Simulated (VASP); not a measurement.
# ZrC (Fmm2) in VASP: further runs

ZrC is run at these levels: LDA; tasks: single point.

Program: VASP 6.6.1. These are calculated values, not measurements. Logs are shortened: lines on timing, memory, paths and dates and some standing lists are left out, and cuts for length are marked.

## Step 1: The cell of the first run

Symmetry: Fmm2, No. 42, orthorhombic system. The conventional cell has a = 4.533 Å, b = 4.696 Å, c = 4.696 Å, α = 90.00°, β = 90.00°, γ = 90.00°. Zr (site symmetry mm2) has 6 C at 2.22 to 2.48 Å within 2.9 Å. Within 2.9 Å of C (site symmetry mm2) lie 6 Zr at 2.22 to 2.48 Å.

## Step 2: Single point, LDA (mode 4 frozen in at -0.115 Å, strain +e along z and -e/2 along x and y -0.0233)

File INCAR:

```
SYSTEM = ZrC
ALGO = Normal ; EDIFF = 1E-7
ENCUT = 520 ; GGA = CA
ISIF = 2 ; ISMEAR = 0
LASPH = .TRUE. ; LCHARG = .FALSE.
LREAL = .FALSE. ; LWAVE = .FALSE.
NBANDS = 15 ; NELM = 100
PREC = Accurate ; SIGMA = 0.15
```

File KPOINTS:

```
k-points
0
G
  16 16 16
  0 0 0
```

File POSCAR:

```
ZrC
1.0
    0.0000000000      2.3477650992      2.2666556343
    2.3477650992      0.0000000000      2.2666556343
    2.3477650992      2.3477650992      0.0000000000
Zr C
1 1
Direct
    0.4967462522      0.5032537478      0.5032537478
    0.0247120666     -0.0247120666     -0.0247120666
```

Potentials or basis: VASP PAW LDA potentials, release 64 (Zr_sv, C).

The run is started by

```console
> cat potpaw_LDA.64/Zr_sv/POTCAR potpaw_LDA.64/C/POTCAR > POTCAR
> mpirun -np 1 vasp_std > vasp.out
```

OUTCAR:

```text
SYSTEM = ZrC
   EDIFF = 1E-7
   ENCUT = 520
   GGA = CA
   ISIF = 2
   ISMEAR = 0
   LASPH = .TRUE.
   LREAL = .FALSE.
   NELM = 100
   PREC = Accurate

 ion  position               nearest neighbor table
   1  0.497  0.503  0.503-   2 2.22   2 2.27   2 2.27   2 2.35   2 2.35   2 2.48
   2  0.025  0.975  0.975-   1 2.22   1 2.27   1 2.27   1 2.35   1 2.35   1 2.48

  LATTYP: Found a body centered tetragonal cell.
 ALAT       =     3.3202412446
 C/A-ratio  =     1.3653559891

  Lattice vectors:

 A1 = (   0.0000000000,  -2.3477650992,  -2.2666556343)
 A2 = (   0.0000000000,   2.3477650992,  -2.2666556343)
 A3 = (   2.3477650992,   0.0000000000,   2.2666556343)

Analysis of symmetry for initial positions (statically):
=====================================================================
 Subroutine PRICEL returns:
 Original cell was already a primitive cell.

 Routine SETGRP: Setting up the symmetry group for a
 body centered tetragonal supercell.

 Subroutine GETGRP returns: Found  4 space group operations
 (whereof  4 operations were pure point group operations)
 out of a pool of 16 trial point group operations.

The static configuration has the point symmetry C_2v.

Analysis of symmetry for dynamics (positions and initial velocities):
=====================================================================
 Subroutine PRICEL returns:
 Original cell was already a primitive cell.

 Routine SETGRP: Setting up the symmetry group for a
 body centered tetragonal supercell.

 Subroutine GETGRP returns: Found  4 space group operations
 (whereof  4 operations were pure point group operations)
 out of a pool of 16 trial point group operations.

The dynamic configuration has the point symmetry C_2v.

 Subroutine INISYM returns: Found  4 space group operations
 (whereof  4 operations are pure point group operations),
 and found     1 'primitive' translations

----------------------------------------------------------------------------------------

                                     Primitive cell

  volume of cell :      24.9876

  direct lattice vectors                    reciprocal lattice vectors
     0.000000000  2.347765099  2.266655634    -0.212968495  0.212968495  0.220589309
     2.347765099  0.000000000  2.266655634     0.212968495 -0.212968495  0.220589309
     2.347765099  2.347765099  0.000000000     0.212968495  0.212968495 -0.220589309

  length of vectors
     3.263392211  3.263392211  3.320241245     0.373323992  0.373323992  0.373323992

  position of ions in fractional coordinates (direct lattice)
     0.496746252  0.503253748  0.503253748
     0.024712067  0.975287933  0.975287933

  ion indices of the primitive-cell ions
   primitive index   ion index
                 1           1
                 2           2

----------------------------------------------------------------------------------------

 KPOINTS: k-points

Automatic generation of k-mesh.
 Grid dimensions read from file:
 generate k-points for:   16   16   16

 Generating k-lattice:

  Cartesian coordinates                     Fractional coordinates (reciprocal lattice)
    -0.013310531  0.013310531  0.013786832     0.062500000  0.000000000  0.000000000
     0.013310531 -0.013310531  0.013786832     0.000000000  0.062500000  0.000000000
     0.013310531  0.013310531 -0.013786832    -0.000000000 -0.000000000  0.062500000

  Length of vectors
     0.023332750  0.023332750  0.023332750

  Shift w.r.t. Gamma in fractional coordinates (k-lattice)
     0.000000000  0.000000000  0.000000000

 Subroutine IBZKPT returns following result:
 ===========================================

 Found    621 irreducible k-points:

 Following reciprocal coordinates:
            Coordinates               Weight
  0.000000  0.000000  0.000000      1.000000
  0.062500  0.000000  0.000000      8.000000
  0.125000  0.000000  0.000000      8.000000
  0.187500  0.000000  0.000000      8.000000
  0.250000  0.000000  0.000000      8.000000
  0.312500  0.000000  0.000000      8.000000
[... 16 lines left out ...]
 -0.125000  0.062500  0.000000      8.000000
 -0.062500  0.062500  0.000000      4.000000
 [... further k-points ...]
   k-points           NKPTS =    621   k-points in BZ     NKDIM =    621   number of bands    NBANDS=     15
   number of dos      NEDOS =    301   number of ions     NIONS =      2
   total plane-waves  NPLWV =  16128
   dimension x,y,z NGX =    24 NGY =   24 NGZ =   28
   dimension x,y,z NGXF=    48 NGYF=   48 NGZF=   56
   ions per type =               1   1
   NGX,Y,Z   is equivalent  to a cutoff of  12.23, 12.23, 14.02 a.u.
   NGXF,Y,Z  is equivalent  to a cutoff of  24.45, 24.45, 28.04 a.u.
 SYSTEM =  ZrC
   PREC   = accura    normal or accurate (medium, high low for compatibility)
   ISTART =      0    job   : 0-new  1-cont  2-samecut
   ICHARG =      2    charge: 1-file 2-atom 10-const
   ISPIN  =      1    spin polarized calculation?
   LNONCOLLINEAR =      F non collinear calculations
   LSORBIT =      F    spin-orbit coupling
   LASPH  =      T    aspherical Exc in radial PAW
   ENCUT  =  520.0 eV  38.22 Ry    6.18 a.u.   6.07  6.07  6.17*2*pi/ulx,y,z
   NELM   =    100;   NELMIN=  2; NELMDL= -5     # of ELM steps
   EDIFF  = 0.1E-06   stopping-criterion for ELM
   LREAL  =      F    real-space projection
   EDIFFG = 0.1E-05   stopping-criterion for IOM
   NSW    =      0    number of steps for IOM
   IBRION =     -1    ionic relax: 0-MD 1-quasi-New 2-CG
   NFREE  =      0    steps in history (QN), initial steepest desc. (CG)
   ISIF   =      2    stress and relaxation
   ISYM   =      2    0-nonsym 1-usesym 2-fastsym
   POTIM  = 0.5000    time-step for ionic-motion
   TEBEG  =    0.0;   TEEND  =   0.0 temperature during run
   PSTRESS=    0.0 pullay stress
   NELECT =      16.0000    total number of electrons
   NUPDOWN=      -1.0000    fix difference up-down
   EMIN   =  10.00;   EMAX   =-10.00  energy-range for DOS
   EFERMI =   0.00;   METHOD = LEGACY
   ISMEAR =     0;   SIGMA  =   0.15  broadening in eV -4-tet -1-fermi 0-gaus
   EFERMI_NEDOS =   21; number of points for ismear=-14 and -15
   IALGO  =     38    algorithm
   IMIX   =      4    mixing-type and parameters
     AMIX     =   0.40;   BMIX     =  1.00
     AMIX_MAG =   1.60;   BMIX_MAG =  1.00
  volume/ion in A,a.u.               =      12.49        84.31
  Fermi-wavevector in a.u.,A,eV,Ry     =   1.411042  2.666482 27.089730  1.991039
  Thomas-Fermi vector in A             =   2.532934
   LORBIT       =      0    0 simple, 1 ext, 2 COOP (PROOUT), +10 PAW based schemes
   GGA     = CA    functional components
   LHFCALC =     F    Hartree Fock is set to
   AEXX    =    0.0000 exact exchange contribution
   IVDW    =     0    specifies the selected vdW correction
   LEPSILON=     F    determine dielectric tensor
   LRPA    =     F    only Hartree local field effects (RPA)
 non-spin polarized calculation
 Gauss-broadening in eV      SIGMA  =   0.15
  energy-cutoff  :      520.00
  volume of cell :       24.99
 maximum number of plane-waves:       688
   NGX = 13   NGY = 13   NGZ = 13

 number of electron      16.0000000 magnetization

 Free energy of the ion-electron system (eV)
  ---------------------------------------------------
  ext. energy  EPLUGINS =         0.00000000
  ---------------------------------------------------
  free energy    TOTEN  =       -21.19540557 eV

  energy without entropy =      -21.19284518  energy(sigma->0) =      -21.19412538

 E-fermi :   9.9564     XC(G=0): -12.5373

 val. band max:        9.9522868855   @ k =   0.3125   0.2500   0.0000
 cond. band min:       9.9593346883   @ k =   0.0000  -0.0625  -0.0625
 fundamental gap:      0.0070478028
 Fermi energy:         9.9563681185

 k-point     1 :       0.0000    0.0000    0.0000
  band No.  band energies     occupation
      1     -37.7634      2.00000
      2     -15.6061      2.00000
      3     -15.6023      2.00000
      4     -15.5894      2.00000
      5      -1.3671      2.00000
      6      10.0983      0.18071
      7      10.2283      0.01035
      8      10.3484      0.00022
      9      10.8296      0.00000
     10      11.7850      0.00000
     11      11.7864      0.00000
     12      12.7978      0.00000
     13      13.3001      0.00000
     14      17.7754      0.00000
     15      20.3996      0.00000

 k-point     2 :       0.0625    0.0000    0.0000
  band No.  band energies     occupation
      1     -37.7587      2.00000
      2     -15.6422      2.00000
      3     -15.6084      2.00000
      4     -15.5961      2.00000
      5      -1.2705      2.00000
      6       9.5793      1.99962
      7       9.9360      1.15204
      8      10.2790      0.00235
      9      10.9835      0.00000
     10      11.5903      0.00000
     11      11.8173      0.00000
     12      13.3843      0.00000
     13      13.7855      0.00000
     14      17.9636      0.00000
     15      20.6597      0.00000

 k-point     3 :       0.1250    0.0000    0.0000
  band No.  band energies     occupation
      1     -37.7453      2.00000
      2     -15.7583      2.00000
      3     -15.6215      2.00000
      4     -15.6042      2.00000
      5      -0.9913      2.00000
      6       8.7533      2.00000
      7       9.3281      2.00000
      8       9.6267      1.99812
      9      11.3199      0.00000
     10      11.6371      0.00000
     11      12.0584      0.00000
     12      14.4401      0.00000
     13      14.8011      0.00000
     14      18.4527      0.00000
     15      21.3787      0.00000

 k-point     4 :       0.1875    0.0000    0.0000
  band No.  band energies     occupation
      1     -37.7251      2.00000
      2     -15.9286      2.00000
      3     -15.6409      2.00000
      4     -15.6152      2.00000
      5      -0.5587      2.00000
      6       7.8704      2.00000
      7       8.6300      2.00000
      8       8.8565      2.00000
      9      11.7805      0.00000
     10      11.9825      0.00000
     11      12.3814      0.00000
     12      15.6241      0.00000
     13      16.0011      0.00000
     14      19.0482      0.00000
     15      22.3649      0.00000
[... 307 lines left out ...]
 k-point    22 :      -0.1875    0.0625    0.0000
  band No.  band energies     occupation
      1     -37.7149      2.00000
      2     -15.9881      2.00000
      3     -15.6618      2.00000
      4     -15.6354      2.00000
      5      -0.3654      2.00000
      6       7.4846      2.00000
      7       8.2635      2.00000
      8       8.7113      2.00000
      9      11.6254      0.00000
     10      12.4568      0.00000
     11      12.8882      0.00000
     12      15.8131      0.00000
     13      16.7173      0.00000
     14      19.1553      0.00000
     15      22.8287      0.00000

 k-point    23 :      -0.1250    0.0625    0.0000
  band No.  band energies     occupation
      1     -37.7362      2.00000
      2     -15.8172      2.00000
      3     -15.6415      2.00000
      4     -15.6179      2.00000
      5      -0.8156      2.00000
      6       8.3529      2.00000
      7       8.9661      2.00000
      8       9.2305      2.00000
      9      11.1652      0.00000
     10      12.2056      0.00000
     11      12.4673      0.00000
     12      14.6584      0.00000
     13      15.5382      0.00000
     14      18.6414      0.00000
     15      21.8500      0.00000

 k-point    24 :      -0.0625    0.0625    0.0000
  band No.  band energies     occupation
      1     -37.7515      2.00000
      2     -15.6960      2.00000
      3     -15.6168      2.00000
      4     -15.6084      2.00000
      5      -1.1283      2.00000
      6       9.1485      2.00000
      7       9.6465      1.99652
      8       9.7275      1.96904
      9      10.9025      0.00000
     10      11.8829      0.00000
     11      12.2018      0.00000
     12      13.7963      0.00000
     13      14.4492      0.00000
     14      18.1639      0.00000
     15      21.0500      0.00000

 [... further k-points ...]
[... 5 lines left out ...]
  --------------------------------------------------------------------------------------
  -------------------------------------------------------------------------------------
  Total        0.1398264     -0.6367989      1.7103563      0.0000000      0.0000000      0.0000000
  in kB        8.9655068    -40.8308136    109.6660870      0.0000000      0.0000000      0.0000000
  external PRESSURE =      25.9335934 kB  Pullay stress =       0.0000000 kB

 VOLUME and BASIS-vectors are now :
 -----------------------------------------------------------------------------
  energy-cutoff  :      520.00
  volume of cell :       24.99
      direct lattice vectors                 reciprocal lattice vectors
     0.000000000  2.347765099  2.266655634    -0.212968495  0.212968495  0.220589309
     2.347765099  0.000000000  2.266655634     0.212968495 -0.212968495  0.220589309
     2.347765099  2.347765099  0.000000000     0.212968495  0.212968495 -0.220589309

 POSITION                                       TOTAL-FORCE (eV/Angst)
 -----------------------------------------------------------------------------------
      2.36304      2.34777      2.26666        -0.880741      0.000000      0.000000
      4.57949      2.34777      2.26666         0.880741      0.000000      0.000000
 -----------------------------------------------------------------------------------
    total drift:                                0.000011     -0.000003     -0.000001

  FREE ENERGIE OF THE ION-ELECTRON SYSTEM (eV)
  ---------------------------------------------------
  free  energy   TOTEN  =       -21.1954055740 eV

  energy  without entropy=      -21.1928451763  energy(sigma->0) =      -21.19412538
```

Run time: 73 s. Hardware: 1 thread of Intel Xeon 6975P-C (Granite Rapids), shared host; peak memory 0.32 GiB.

Results:

| Quantity | Value |
| --- | --- |
| Free energy | -21.1954 eV |
| Pressure | 2.6 GPa |
| Largest force | 0.881 eV/Å |
| Band gap on the k mesh | zero (band 8 reaches 10.43 eV, above the bottom of band 9 at 9.64 eV) |

Forces on the atoms (eV/Å):
```
Zr  -0.881  0.000  0.000
C    0.881  0.000  0.000
```

Caveat: the cell differs from its parent crystal (mode 4 frozen in at -0.115 Å, strain +e along z and -e/2 along x and y -0.0233).

## Step 3: Single point, LDA (mode 4 frozen in at -0.115 Å, strain +e along z and -e/2 along x and y -0.0700)

File INCAR:

```
ALGO = Normal
EDIFF = 1E-6
ENCUT = 520
ISIF = 2
ISMEAR = 0
LASPH = T
LCHARG = F
LREAL = F
LWAVE = F
NBANDS = 15
NELM = 80
PREC = Accurate
SIGMA = 0.15
```

File KPOINTS:

```
k-points
0
Gamma
  16 16 16
```

File POSCAR:

```
ZrC
1.0
    0.0000000000      2.4019541123      2.1582776081
    2.4019541123      0.0000000000      2.1582776081
    2.4019541123      2.4019541123      0.0000000000
Zr C
1 1
Direct
    0.4967462522      0.5032537478      0.5032537478
    0.0247120666     -0.0247120666     -0.0247120666
```

Potentials or basis: VASP PAW LDA potentials, release 64 (Zr_sv, C).

The run is started by

```console
> cat potpaw_LDA.64/Zr_sv/POTCAR potpaw_LDA.64/C/POTCAR > POTCAR
> mpirun -np 1 vasp_std > vasp.out
```

OUTCAR:

```text
EDIFF = 1E-6
   ENCUT = 520
   ISIF = 2
   ISMEAR = 0
   LASPH = T
   LREAL = F
   NELM = 80
   PREC = Accurate

 ion  position               nearest neighbor table
   1  0.497  0.503  0.503-   2 2.16   2 2.16   2 2.27   2 2.41   2 2.41   2 2.54
   2  0.025  0.975  0.975-   1 2.16   1 2.16   1 2.27   1 2.41   1 2.41   1 2.54

  LATTYP: Found a body centered tetragonal cell.
 ALAT       =     3.3968760818
 C/A-ratio  =     1.2707426212

  Lattice vectors:

 A1 = (   0.0000000000,  -2.4019541123,  -2.1582776081)
 A2 = (   0.0000000000,   2.4019541123,  -2.1582776081)
[... 609 lines left out ...]
     11      12.3952      0.00000
     12      13.7983      0.00000
     13      14.1323      0.00000
     14      18.9014      0.00000
     15      21.1583      0.00000

 [... further k-points ...]
[... 5 lines left out ...]
  --------------------------------------------------------------------------------------
  -------------------------------------------------------------------------------------
  Total       -1.0239320     -1.6940179      6.3289883      0.0000000      0.0000000      0.0000000
  in kB      -65.8741447   -108.9837795    407.1722377      0.0000000      0.0000000      0.0000000
  external PRESSURE =      77.4381045 kB  Pullay stress =       0.0000000 kB

 VOLUME and BASIS-vectors are now :
 -----------------------------------------------------------------------------
  energy-cutoff  :      520.00
  volume of cell :       24.90
      direct lattice vectors                 reciprocal lattice vectors
     0.000000000  2.401954112  2.158277608    -0.208163844  0.208163844  0.231666213
     2.401954112  0.000000000  2.158277608     0.208163844 -0.208163844  0.231666213
     2.401954112  2.401954112  0.000000000     0.208163844  0.208163844 -0.231666213

 POSITION                                       TOTAL-FORCE (eV/Angst)
 -----------------------------------------------------------------------------------
      2.41758      2.40195      2.15828        -0.563127      0.000000      0.000000
      4.68519      2.40195      2.15828         0.563127      0.000000      0.000000
 -----------------------------------------------------------------------------------
    total drift:                               -0.000047     -0.000004     -0.000001

  FREE ENERGIE OF THE ION-ELECTRON SYSTEM (eV)
  ---------------------------------------------------
  free  energy   TOTEN  =       -20.9671230767 eV

  energy  without entropy=      -20.9640582925  energy(sigma->0) =      -20.96559068
```

stdout:

```text
POSCAR found type information on POSCAR ZrC
 POSCAR found :  2 types and       2 ions
 scaLAPACK will be used
 LDA part: xc-table for (Slater(with rela. corr.)+CA(PZ))
 , standard interpolation
 POSCAR, INCAR and KPOINTS ok, starting setup
 FFT: planning ... GRIDC
 FFT: planning ... GRID_SOFT
 FFT: planning ... GRID
 WAVECAR not read
 entering main loop
```

Wall time 67 s (1 thread of Intel Xeon 6975P-C (Granite Rapids), shared host); peak memory 0.32 GiB.

What came out:

| Quantity | Value |
| --- | --- |
| Free energy | -20.9671 eV |
| Pressure | 7.7 GPa |
| Largest force | 0.563 eV/Å |
| Band gap on the k mesh | zero (band 8 reaches 10.52 eV, above the bottom of band 9 at 9.52 eV) |

Forces in eV/Å, atoms in the order of the input:
```
Zr  -0.563  0.000  0.000
C    0.563  0.000  0.000
```

Levels at points of the mesh, in eV from the Fermi level:
| k point | band 5 | band 6 | band 7 | band 8 | band 9 | band 10 | band 11 | band 12 |
| --- | --- | --- | --- | --- | --- | --- | --- | --- |
| (0.00, 0.00, 0.00) | -11.32 | 0.10 | 0.21 | 0.41 | 0.72 | 2.11 | 2.14 | 2.51 |
| (0.50, 0.00, 0.00) | -7.90 | -5.47 | -3.25 | -3.10 | 4.23 | 5.13 | 5.74 | 6.52 |
| (0.50, 0.50, 0.00) | -10.20 | -2.42 | -1.01 | -0.31 | 0.04 | 4.84 | 5.84 | 5.84 |
| (0.50, 0.00, 0.50) | -10.21 | -2.36 | -2.14 | -0.11 | 1.10 | 4.41 | 5.32 | 6.29 |
| (0.00, 0.50, 0.50) | -10.21 | -2.30 | -1.85 | -0.01 | 0.73 | 4.26 | 5.32 | 6.30 |

Caveat: the cell differs from its parent crystal (mode 4 frozen in at -0.115 Å, strain +e along z and -e/2 along x and y -0.0700).

[end of part 1 of 2]
